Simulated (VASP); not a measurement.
# GaAs (F-43m) in VASP: a series of runs, part 2 of 2

VASP 6.6.1. Earlier steps stand in the parts before.

### Step 5. Single point, LDA (volume scaled by 0.99)

INCAR

```
  ALGO = Normal
  EDIFF = 1E-6
  ENCUT = 520
  GGA = CA
  ISIF = 2
  ISMEAR = -1
  LASPH = T
  LCHARG = F
  LREAL = F
  LWAVE = F
  NBANDS = 16
  NELM = 100
  PREC = Accurate
  SIGMA = 0.08
```

KPOINTS

```
k-points
0
Gamma
  10 10 10
```

POSCAR

```
GaAs
1.0
    0.0000000000      2.8173955816      2.8173955816
    2.8173955816      0.0000000000      2.8173955816
    2.8173955816      2.8173955816      0.0000000000
Ga As
1 1
Direct
    0.0000000000      0.0000000000      0.0000000000
    0.7500000000      0.7500000000      0.7500000000
```

The run is started by

```console
cat potpaw_LDA.64/Ga_d/POTCAR potpaw_LDA.64/As/POTCAR > POTCAR
mpirun -np 1 vasp_std > vasp.out
```

It took 79 s on 1 thread of AMD EPYC 7R13 (Zen 3), shared host; peak memory 0.14 GiB.

It converged, with:

* Free energy: -9.6396 eV
* Pressure: -0.9 GPa
* Band gap on the k mesh: 0.41 eV, direct

Levels at points of the mesh, in eV from the valence-band top:
```csv
k point,band 6,band 7,band 8,band 9,band 10,band 11,band 12,band 13
"(0.00, 0.00, 0.00)",-12.84,0.00,0.00,0.00,0.41,3.68,3.68,3.68
"(0.50, 0.00, 0.00)",-11.04,-6.75,-1.16,-1.16,0.89,4.59,4.59,7.58
"(0.50, 0.50, 0.00)",-10.29,-6.92,-2.73,-2.73,1.33,1.55,10.12,10.12
```

 A k mesh can miss the band edges.

### Step 6. Single point, LDA (volume scaled by 1.01)

INCAR

```
SYSTEM = GaAs
  PREC = Accurate
  ENCUT = 520
  EDIFF = 1E-6
  ISMEAR = -1
  SIGMA = 0.08
  LREAL = .FALSE.
  LASPH = .TRUE.
  NELM = 100
  ALGO = Normal
  ISIF = 2
  LWAVE = .FALSE.
  LCHARG = .FALSE.
  NBANDS = 16
```

KPOINTS

```
Automatic mesh
0
G
  10 10 10
  0 0 0
```

POSCAR

```
GaAs
1.0
    0.0000000000      2.8362415972      2.8362415972
    2.8362415972      0.0000000000      2.8362415972
    2.8362415972      2.8362415972      0.0000000000
Ga As
1 1
Direct
    0.0000000000      0.0000000000      0.0000000000
    0.7500000000      0.7500000000      0.7500000000
```

Potentials or basis: VASP PAW LDA potentials, release 64 (Ga_d, As).

The run is started by

```console
cat potpaw_LDA.64/Ga_d/POTCAR potpaw_LDA.64/As/POTCAR > POTCAR
mpirun -np 1 vasp_std > vasp.out
```

OUTCAR:

```text
SYSTEM = GaAs
   PREC = Accurate
   ENCUT = 520
   EDIFF = 1E-6
   ISMEAR = -1
   LREAL = .FALSE.
   LASPH = .TRUE.
   NELM = 100
   ISIF = 2

 ion  position               nearest neighbor table
   1  0.000  0.000  0.000-   2 2.46   2 2.46   2 2.46   2 2.46
   2  0.750  0.750  0.750-   1 2.46   1 2.46   1 2.46   1 2.46

  LATTYP: Found a face centered cubic cell.
 ALAT       =     5.6724831944

  Lattice vectors:

 A1 = (   0.0000000000,   2.8362415972,   2.8362415972)
[... 641 lines left out ...]

------------------------ aborting loop because EDIFF is reached ----------------------------------------

  FORCE on cell =-STRESS in cart. coord.  units (eV):
  Direction    XX          YY          ZZ          XY          YZ          ZX
  --------------------------------------------------------------------------------------
  -------------------------------------------------------------------------------------
  Total       -0.6360327     -0.6360327     -0.6360327      0.0000000      0.0000000      0.0000000
  in kB      -22.3321409    -22.3321409    -22.3321409      0.0000000      0.0000000      0.0000000
  external PRESSURE =     -22.3321409 kB  Pullay stress =       0.0000000 kB

 VOLUME and BASIS-vectors are now :
 -----------------------------------------------------------------------------
  energy-cutoff  :      520.00
  volume of cell :       45.63
      direct lattice vectors                 reciprocal lattice vectors
     0.000000000  2.836241597  2.836241597    -0.176289636  0.176289636  0.176289636
     2.836241597  0.000000000  2.836241597     0.176289636 -0.176289636  0.176289636
     2.836241597  2.836241597  0.000000000     0.176289636  0.176289636 -0.176289636

 POSITION                                       TOTAL-FORCE (eV/Angst)
 -----------------------------------------------------------------------------------
      0.00000      0.00000      0.00000        -0.000000     -0.000000     -0.000000
      4.25436      4.25436      4.25436         0.000000      0.000000      0.000000
 -----------------------------------------------------------------------------------
    total drift:                                0.000000      0.000000      0.000000

  FREE ENERGIE OF THE ION-ELECTRON SYSTEM (eV)
  ---------------------------------------------------
  free  energy   TOTEN  =        -9.6307512217 eV

  energy  without entropy=       -9.6303144188  energy(sigma->0) =       -9.63053282
```

OSZICAR:

```text
N       E                     dE             d eps       ncg     rms          rms(c)
DAV:   1     0.801657932271E+02    0.80166E+02   -0.88944E+03  1536   0.156E+03
DAV:   2    -0.321108529397E+01   -0.83377E+02   -0.79560E+02  1672   0.303E+02
DAV:   3    -0.975109574036E+01   -0.65400E+01   -0.65171E+01  1864   0.662E+01
DAV:   4    -0.985142728491E+01   -0.10033E+00   -0.10032E+00  1824   0.907E+00
DAV:   5    -0.985274307270E+01   -0.13158E-02   -0.13158E-02  1976   0.945E-01    0.295E+00
DAV:   6    -0.967310906673E+01    0.17963E+00   -0.21539E-01  2328   0.799E+00    0.172E+00
DAV:   7    -0.963404811662E+01    0.39061E-01   -0.59210E-02  2176   0.177E+00    0.520E-01
DAV:   8    -0.963076076102E+01    0.32874E-02   -0.84887E-03  1752   0.100E+00    0.984E-02
DAV:   9    -0.963073976178E+01    0.20999E-04   -0.65677E-04  1904   0.323E-01    0.414E-02
DAV:  10    -0.963074637434E+01   -0.66126E-05   -0.38118E-05  2240   0.612E-02    0.217E-02
DAV:  11    -0.963075135142E+01   -0.49771E-05   -0.67656E-06  1792   0.399E-02    0.234E-03
DAV:  12    -0.963075122166E+01    0.12977E-06   -0.43467E-07  1208   0.100E-02
   1 F= -.96307512E+01 E0= -.96305328E+01  d E =-.436803E-03
```

Run time: 53 s. Hardware: 1 thread of AMD EPYC 7R13 (Zen 3), shared host; peak memory 0.14 GiB.

Results:

* Free energy: -9.6308 eV
* Pressure: -2.2 GPa
* Band gap on the k mesh: 0.26 eV, direct

### Step 7. The runs side by side

```tsv
cell	gap on the mesh (eV)	pressure (GPa)
a = 3.916 Å, angles 60.0°, 2 atoms	0.81	3.2
a = 3.944 Å, angles 60.0°, 2 atoms	0.64	1.4
a = 3.971 Å, angles 60.0°, 2 atoms	0.48	-0.2
a = 3.984 Å, angles 60.0°, 2 atoms	0.41	-0.9
a = 4.011 Å, angles 60.0°, 2 atoms	0.26	-2.2
```

Alike in all rows: task single point; level LDA; potentials or basis VASP PAW LDA potentials, release 64 (Ga_d, As); no spin polarisation; k mesh 10 × 10 × 10; cutoff (eV) 520; smearing fermi-dirac 0.08 eV.

Total energies depend on the potentials used, so only differences within one code and one set of settings carry meaning.
